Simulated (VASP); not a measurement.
The system is Mg.

```
Mg
1.0
     0.00000    2.24426    2.24426
     2.24426    0.00000    2.24426
     2.24426    2.24426    0.00000
Mg
1
Direct
  0.00000 0.00000 0.00000
```

| Property | Result |
| --- | --- |
| Program | VASP 6.6.1 |
| Task | relaxation of cell and atoms |
| Functional | LDA |
| Potentials or basis | VASP PAW LDA potentials, release 64 (Mg) |
| Cutoff | 600 eV |
| k mesh | 10 × 10 × 10 |
| Occupations | fermi-dirac, width 0.05 eV |
| Spin | no spin polarisation |

At the start: pressure -1.7 GPa; volume 22.61 Å³/atom.

Q: How do energy, volume and symmetry change on relaxing?

A: Over 3 steps the energy falls by 5.7 meV/atom and the volume is 21.59 Å³/atom (-4.5 %); space group Fm-3m (No. 225, to 0.05 Å).

Step by step:
```tsv
step	energy change (eV)	largest force (eV/Å)	pressure (GPa)	volume (Å³)
1	0.0000	0.0000	-1.71	22.61
2	-0.0053	0.0000	-0.45	21.83
3	-0.0057	0.0000	-0.01	21.59
```

Final structure:
```yaml
crystal:
  lattice:
    - [0.00000, 2.20998, 2.20998]
    - [2.20998, 0.00000, 2.20998]
    - [2.20998, 2.20998, 0.00000]
  atoms:
    - { symbol: Mg, position: [0.00000, 0.00000, 0.00000] }
```
